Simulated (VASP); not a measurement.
Runs of VASP 6.6.1 on In. The structure is that of space group P6_3/mmc (No. 194), or close to it. The cells are those of the table. This isn't the form of In at room conditions, which is tetragonal.

```tsv
cell	gap on the mesh (eV)	pressure (GPa)
a = 3.476, b = 3.476, c = 11.259 Å, angles 90.0, 90.0, 120.0°, 4 atoms	none	-3.5
a = 3.301, b = 3.301, c = 10.695 Å, angles 90.0, 90.0, 120.0°, 4 atoms	none	(b)
a = 3.434, b = 3.434, c = 11.123 Å, angles 90.0, 90.0, 120.0°, 4 atoms	none	-2.6
a = 3.391, b = 3.391, c = 10.984 Å, angles 90.0, 90.0, 120.0°, 4 atoms	none	(a)
a = 3.347, b = 3.347, c = 10.841 Å, angles 90.0, 90.0, 120.0°, 4 atoms	none	-0.2
```

Alike in all rows: task single point; level r2SCAN; potentials or basis VASP PAW PBE potentials, release 64 (In_d); no spin polarisation; k mesh 12 × 12 × 4; cutoff (eV) 520; smearing fermi-dirac 0.1 eV.

Estimate the missing entries.

(a) -1.5; (b) 2.0.

Caveats: the PAW data sets were made with another functional, which shifts forces and pressure a little; spin-orbit coupling is left out, which moves the levels of the heavy elements; the cell stands under tension (at least some runs).

A k mesh can miss the band edges, and the runs leave out spin-orbit coupling on In.

A gap of «none» marks levels without a gap at the run's occupations.
